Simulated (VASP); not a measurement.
# BN in VASP: further runs

Runs on BN. Level: PBE+D3(BJ). Tasks: single point.

Program: VASP 6.6.1. These are calculated values, not measurements. Logs are shortened: lines on timing, memory, paths and dates and some standing lists are left out, and cuts for length are marked.

### 1 The cell of the first run

The cell holds a slab with vacuum, 4 atoms: a = 2.509 Å, b = 2.509 Å, c = 32.600 Å, α = 90.00°, β = 90.00°, γ = 120.00°.

### 2 Single point, PBE+D3(BJ)

INCAR reads:

```
SYSTEM = BN
PREC = Accurate
ENCUT = 520
EDIFF = 1E-7
ISMEAR = 0
SIGMA = 0.02
LREAL = .False.
LASPH = .True.
NELM = 60
ALGO = Normal
ISIF = 2
LWAVE = .False.
LCHARG = .False.
LDIPOL = .True.
IDIPOL = 3
DIPOL = 0.5 0.5 0.500
GGA = PE
IVDW = 12
NBANDS = 16
```

KPOINTS reads:

```
Automatic mesh
0
Gamma
  12 12 1
  0 0 0
```

POSCAR reads:

```
BN
1.0
    2.5087620658      0.0000000000      0.0000000000
   -1.2543810329      2.1726516810      0.0000000000
    0.0000000000      0.0000000000     32.6000000000
B N
2 2
Direct
    0.0000000000      0.0000000000      0.4486890622
    0.3333333333      0.6666666667      0.5513225396
    0.6666666667      0.3333333333      0.4486334531
    0.0000000000      0.0000000000      0.5513549452
```

Potentials or basis: VASP PAW PBE potentials, release 64 (B, N).

Started as:

```console
cat potpaw_PBE.64/B/POTCAR potpaw_PBE.64/N/POTCAR > POTCAR
mpirun -np 1 vasp_std > vasp.out
```

OUTCAR:

```text
SYSTEM = BN
   PREC = Accurate
   ENCUT = 520
   EDIFF = 1E-7
   ISMEAR = 0
   LREAL = .False.
   LASPH = .True.
   NELM = 60
   ISIF = 2
   GGA = PE
   IVDW = 12
 IVDW          = 12

 ion  position               nearest neighbor table
   1  0.000  0.000  0.449-   3 1.45   3 1.45   3 1.45
   2  0.333  0.667  0.551-   4 1.45   4 1.45   4 1.45
   3  0.667  0.333  0.449-   1 1.45   1 1.45   1 1.45
   4  0.000  0.000  0.551-   2 1.45   2 1.45   2 1.45

  LATTYP: Found a hexagonal cell.
 ALAT       =     2.5087620658
 C/A-ratio  =    12.9944566862

  Lattice vectors:

 A1 = (   2.5087620658,   0.0000000000,   0.0000000000)
 A2 = (  -1.2543810329,   2.1726516810,   0.0000000000)
 A3 = (   0.0000000000,   0.0000000000,  32.6000000000)

Analysis of symmetry for initial positions (statically):
=====================================================================
 Subroutine PRICEL returns:
 Original cell was already a primitive cell.

 Routine SETGRP: Setting up the symmetry group for a
 hexagonal supercell.

 Subroutine GETGRP returns: Found  6 space group operations
 (whereof  6 operations were pure point group operations)
 out of a pool of 24 trial point group operations.

The static configuration has the point symmetry C_3v.

Analysis of symmetry for dynamics (positions and initial velocities):
=====================================================================
 Subroutine PRICEL returns:
 Original cell was already a primitive cell.

 Routine SETGRP: Setting up the symmetry group for a
 hexagonal supercell.

 Subroutine GETGRP returns: Found  6 space group operations
 (whereof  6 operations were pure point group operations)
 out of a pool of 24 trial point group operations.

The dynamic configuration has the point symmetry C_3v.

 Subroutine INISYM returns: Found  6 space group operations
 (whereof  6 operations are pure point group operations),
 and found     1 'primitive' translations

----------------------------------------------------------------------------------------

                                     Primitive cell

  volume of cell :     177.6917

  direct lattice vectors                    reciprocal lattice vectors
     2.508762066  0.000000000  0.000000000     0.398602966  0.230133530  0.000000000
    -1.254381033  2.172651681  0.000000000     0.000000000  0.460267059  0.000000000
     0.000000000  0.000000000 32.600000000     0.000000000  0.000000000  0.030674847

  length of vectors
     2.508762066  2.508762066 32.600000000     0.460267059  0.460267059  0.030674847

  position of ions in fractional coordinates (direct lattice)
     0.000000000  0.000000000  0.448689062
     0.333333333  0.666666667  0.551322540
     0.666666667  0.333333333  0.448633453
     0.000000000  0.000000000  0.551354945

  ion indices of the primitive-cell ions
   primitive index   ion index
                 1           1
                 2           2
                 3           3
                 4           4

----------------------------------------------------------------------------------------

 KPOINTS: Automatic mesh

Automatic generation of k-mesh.
 Grid dimensions read from file:
 generate k-points for:   12   12    1

 Generating k-lattice:

  Cartesian coordinates                     Fractional coordinates (reciprocal lattice)
     0.033216914  0.019177794  0.000000000     0.083333333  0.000000000  0.000000000
     0.000000000  0.038355588  0.000000000     0.000000000  0.083333333  0.000000000
     0.000000000  0.000000000  0.030674847     0.000000000  0.000000000  1.000000000

  Length of vectors
     0.038355588  0.038355588  0.030674847

  Shift w.r.t. Gamma in fractional coordinates (k-lattice)
     0.000000000  0.000000000  0.000000000

 Subroutine IBZKPT returns following result:
 ===========================================

 Found     19 irreducible k-points:

 Following reciprocal coordinates:
            Coordinates               Weight
  0.000000  0.000000  0.000000      1.000000
  0.083333 -0.000000  0.000000      6.000000
  0.166667  0.000000  0.000000      6.000000
  0.250000  0.000000  0.000000      6.000000
  0.333333  0.000000  0.000000      6.000000
  0.416667  0.000000  0.000000      6.000000
[... 11 lines left out ...]
  0.333333  0.250000  0.000000     12.000000
  0.333333  0.333333  0.000000      2.000000
   k-points           NKPTS =     19   k-points in BZ     NKDIM =     19   number of bands    NBANDS=     16
   number of dos      NEDOS =    301   number of ions     NIONS =      4
   total plane-waves  NPLWV = 100000
   dimension x,y,z NGX =    20 NGY =   20 NGZ =  250
   dimension x,y,z NGXF=    40 NGYF=   40 NGZF=  500
   ions per type =               2   2
   NGX,Y,Z   is equivalent  to a cutoff of  13.25, 13.25, 12.75 a.u.
   NGXF,Y,Z  is equivalent  to a cutoff of  26.51, 26.51, 25.50 a.u.
 SYSTEM =  BN
   PREC   = accura    normal or accurate (medium, high low for compatibility)
   ISTART =      0    job   : 0-new  1-cont  2-samecut
   ICHARG =      2    charge: 1-file 2-atom 10-const
   ISPIN  =      1    spin polarized calculation?
   LNONCOLLINEAR =      F non collinear calculations
   LSORBIT =      F    spin-orbit coupling
   LASPH  =      T    aspherical Exc in radial PAW
   ENCUT  =  520.0 eV  38.22 Ry    6.18 a.u.   4.66  4.66 60.61*2*pi/ulx,y,z
   NELM   =     60;   NELMIN=  2; NELMDL= -5     # of ELM steps
   EDIFF  = 0.1E-06   stopping-criterion for ELM
   LREAL  =      F    real-space projection
   EDIFFG = 0.1E-05   stopping-criterion for IOM
   NSW    =      0    number of steps for IOM
   IBRION =     -1    ionic relax: 0-MD 1-quasi-New 2-CG
   NFREE  =      0    steps in history (QN), initial steepest desc. (CG)
   ISIF   =      2    stress and relaxation
   ISYM   =      2    0-nonsym 1-usesym 2-fastsym
   POTIM  = 0.5000    time-step for ionic-motion
   TEBEG  =    0.0;   TEEND  =   0.0 temperature during run
   PSTRESS=    0.0 pullay stress
   NELECT =      16.0000    total number of electrons
   NUPDOWN=      -1.0000    fix difference up-down
   EMIN   =  10.00;   EMAX   =-10.00  energy-range for DOS
   EFERMI =   0.00;   METHOD = LEGACY
   ISMEAR =     0;   SIGMA  =   0.02  broadening in eV -4-tet -1-fermi 0-gaus
   EFERMI_NEDOS =   21; number of points for ismear=-14 and -15
   IALGO  =     38    algorithm
   IMIX   =      4    mixing-type and parameters
     AMIX     =   0.40;   BMIX     =  1.00
     AMIX_MAG =   1.60;   BMIX_MAG =  1.00
  volume/ion in A,a.u.               =      44.42       299.78
  Fermi-wavevector in a.u.,A,eV,Ry     =   0.733769  1.386622  7.325598  0.538416
  Thomas-Fermi vector in A             =   1.826558
   LORBIT       =      0    0 simple, 1 ext, 2 COOP (PROOUT), +10 PAW based schemes
   GGA     = PE    functional components
   LHFCALC =     F    Hartree Fock is set to
   AEXX    =    0.0000 exact exchange contribution
   IVDW    =    12    specifies the selected vdW correction
   LEPSILON=     F    determine dielectric tensor
   LRPA    =     F    only Hartree local field effects (RPA)
 non-spin polarized calculation
 Gauss-broadening in eV      SIGMA  =   0.02
  energy-cutoff  :      520.00
  volume of cell :      177.69
 maximum number of plane-waves:      4825
 NGX is ok and might be reduce to    20
   NGX =  9   NGY =  9   NGZ =121

 number of electron      16.0000001 magnetization

 dipolmoment           0.000000      0.000000     -0.003359 electrons x Angstroem

 Free energy of the ion-electron system (eV)
  ---------------------------------------------------
  ext. energy  EPLUGINS =         0.00000000
  ---------------------------------------------------
  free energy    TOTEN  =       -35.18119922 eV

  energy without entropy =      -35.18119922  energy(sigma->0) =      -35.18119922

 E-fermi :  -4.0406     XC(G=0):  -2.3358

 val. band max:       -4.1440056405   @ k =   0.3333   0.3333   0.0000
 cond. band min:       0.3420692458   @ k =   0.5000   0.0000   0.0000
 fundamental gap:      4.4860748863
 Fermi energy:        -4.0405728004

 k-point     1 :       0.0000    0.0000    0.0000
  band No.  band energies     occupation
      1     -21.9098      2.00000
      2     -21.7372      2.00000
      3      -9.9019      2.00000
      4      -8.8929      2.00000
      5      -5.5825      2.00000
      6      -5.5825      2.00000
[... 8 lines left out ...]
     15       2.9189      0.00000
     16       3.8562      0.00000

 k-point     2 :       0.0833   -0.0000    0.0000
  band No.  band energies     occupation
      1     -21.7758      2.00000
      2     -21.6050      2.00000
      3      -9.7194      2.00000
      4      -8.7201      2.00000
      5      -6.1400      2.00000
      6      -6.0332      2.00000
[... 8 lines left out ...]
     15       3.1355      0.00000
     16       4.0497      0.00000

 k-point     3 :       0.1667    0.0000    0.0000
  band No.  band energies     occupation
      1     -21.3813      2.00000
      2     -21.2156      2.00000
      3      -9.1801      2.00000
      4      -8.2153      2.00000
      5      -7.5436      2.00000
      6      -7.4350      2.00000
[... 8 lines left out ...]
     15       3.7353      0.00000
     16       4.5453      0.00000

 k-point     4 :       0.2500    0.0000    0.0000
  band No.  band energies     occupation
      1     -20.7532      2.00000
      2     -20.5965      2.00000
      3      -9.3354      2.00000
      4      -9.2263      2.00000
      5      -8.2971      2.00000
      6      -7.3901      2.00000
[... 8 lines left out ...]
     15       4.6079      0.00000
     16       5.0968      0.00000
[... 229 lines left out ...]
 k-point    17 :       0.2500    0.2500    0.0000
  band No.  band energies     occupation
      1     -18.9348      2.00000
      2     -18.8105      2.00000
      3     -11.8225      2.00000
      4     -11.7191      2.00000
      5     -10.1047      2.00000
      6      -9.9970      2.00000
[... 8 lines left out ...]
     15       7.9268      0.00000
     16       8.4692      0.00000

 k-point    18 :       0.3333    0.2500    0.0000
  band No.  band energies     occupation
      1     -18.4231      2.00000
      2     -18.3121      2.00000
      3     -12.3388      2.00000
      4     -12.2282      2.00000
      5     -10.7151      2.00000
      6     -10.6039      2.00000
[... 8 lines left out ...]
     15       9.6520      0.00000
     16       9.8541      0.00000

 k-point    19 :       0.3333    0.3333    0.0000
  band No.  band energies     occupation
      1     -18.2285      2.00000
      2     -18.1217      2.00000
      3     -12.1155      2.00000
      4     -12.0180      2.00000
      5     -11.3922      2.00000
      6     -11.2933      2.00000
[... 8 lines left out ...]
     15      10.4517      0.00000
     16      11.3302      0.00000

------------------------ aborting loop because EDIFF is reached ----------------------------------------

 vacuum level on the upper side and lower side of the slab       (xc-potential included)        -0.063         0.046

 Edisp (eV)   -0.42176

 E8    (eV) :    -0.1301

  FORCE on cell =-STRESS in cart. coord.  units (eV):
  Direction    XX          YY          ZZ          XY          YZ          ZX
  --------------------------------------------------------------------------------------
  -------------------------------------------------------------------------------------
  Total      -0.07151    -0.07151    -0.04024     0.00000     0.00000     0.00000
  in kB      -0.64480    -0.64480    -0.36280     0.00000     0.00000     0.00000
  external pressure =       -0.55 kB  Pullay stress =        0.00 kB

 VOLUME and BASIS-vectors are now :
 -----------------------------------------------------------------------------
  energy-cutoff  :      520.00
  volume of cell :      177.69
      direct lattice vectors                 reciprocal lattice vectors
     2.508762066  0.000000000  0.000000000     0.398602966  0.230133530  0.000000000
    -1.254381033  2.172651681  0.000000000     0.000000000  0.460267059  0.000000000
     0.000000000  0.000000000 32.600000000     0.000000000  0.000000000  0.030674847

 POSITION                                       TOTAL-FORCE (eV/Angst)
 -----------------------------------------------------------------------------------
      0.00000      0.00000     14.62726         0.000000     -0.000000     -0.003093
     -0.00000      1.44843     17.97311        -0.000000      0.000000      0.001571
      1.25438      0.72422     14.62545         0.000000     -0.000000      0.004226
      0.00000      0.00000     17.97417         0.000000     -0.000000     -0.002704
 -----------------------------------------------------------------------------------
    total drift:                               -0.000001      0.000000     -0.000033

  FREE ENERGIE OF THE ION-ELECTRON SYSTEM (eV)
  ---------------------------------------------------
  free  energy   TOTEN  =       -35.6029591762 eV

  energy  without entropy=      -35.6029591762  energy(sigma->0) =      -35.60295918

 vacuum level on the upper side and lower side of the slab         1.585         1.697
```

Run time: 50 s. Hardware: 1 thread of AMD EPYC 9R45 (Zen 5), shared host; peak memory 0.28 GiB.

What came out:

* Free energy: -35.6030 eV
* Largest force: 0.004 eV/Å
* Band gap on the k mesh: 4.49 eV (least direct gap 4.54 eV)
* Dispersion energy per atom: -0.105 eV

Forces on the atoms (eV/Å):
```
B    0.000  0.000 -0.003
B    0.000  0.000  0.002
N    0.000  0.000  0.004
N    0.000  0.000 -0.003
```

### 3 Single point, PBE+D3(BJ)

INCAR reads:

```
PREC = Accurate ; ENCUT = 520
EDIFF = 1E-6 ; ISMEAR = 0
SIGMA = 0.02 ; LREAL = False
LASPH = True ; NELM = 80
ALGO = Normal ; ISIF = 2
LWAVE = False ; LCHARG = True
LDIPOL = True ; IDIPOL = 3
DIPOL = 0.5 0.5 0.500 ; GGA = PE
IVDW = 12 ; LELF = True
LVHAR = True ; LVACPOTAV = True
NBANDS = 16
```

KPOINTS reads:

```
Automatic mesh
0
Gamma
  12 12 1
```

POSCAR reads:

```
BN
1.0
    2.5087620658      0.0000000000      0.0000000000
   -1.2543810329      2.1726516810      0.0000000000
    0.0000000000      0.0000000000     32.6000000000
B N
2 2
Direct
    0.0000000000      0.0000000000      0.4486835772
    0.6666666667      0.3333333333      0.5513048655
    0.6666666667      0.3333333333      0.4486511649
    0.3333333333      0.6666666667      0.5513603924
```

Potentials or basis: VASP PAW PBE potentials, release 64 (B, N).

Started as:

```console
cat potpaw_PBE.64/B/POTCAR potpaw_PBE.64/N/POTCAR > POTCAR
mpirun -np 1 vasp_std > vasp.out
```

It took 49 s on 1 thread of AMD EPYC 9R45 (Zen 5), shared host; peak memory 0.28 GiB.

The run converged. Its results:

- Free energy: -35.6030 eV
- Largest force: 0.004 eV/Å
- Band gap on the k mesh: 4.49 eV (least direct gap 4.54 eV)
- Dispersion energy per atom: -0.105 eV

Forces on the atoms (eV/Å):
```
B    0.000  0.000 -0.002
B    0.000  0.000  0.003
N    0.000  0.000  0.003
N    0.000  0.000 -0.004
```

Levels at points of the mesh, in eV from the valence-band top:
| k point | band 5 | band 6 | band 7 | band 8 | band 9 | band 10 | band 11 | band 12 |
| --- | --- | --- | --- | --- | --- | --- | --- | --- |
| (0.00, 0.00, 0.00) | -1.44 | -1.44 | -1.33 | -1.33 | 4.75 | 5.25 | 5.77 | 6.03 |
| (0.50, 0.00, 0.00) | -4.22 | -4.11 | -1.12 | -0.81 | 4.49 | 5.03 | 9.63 | 9.73 |
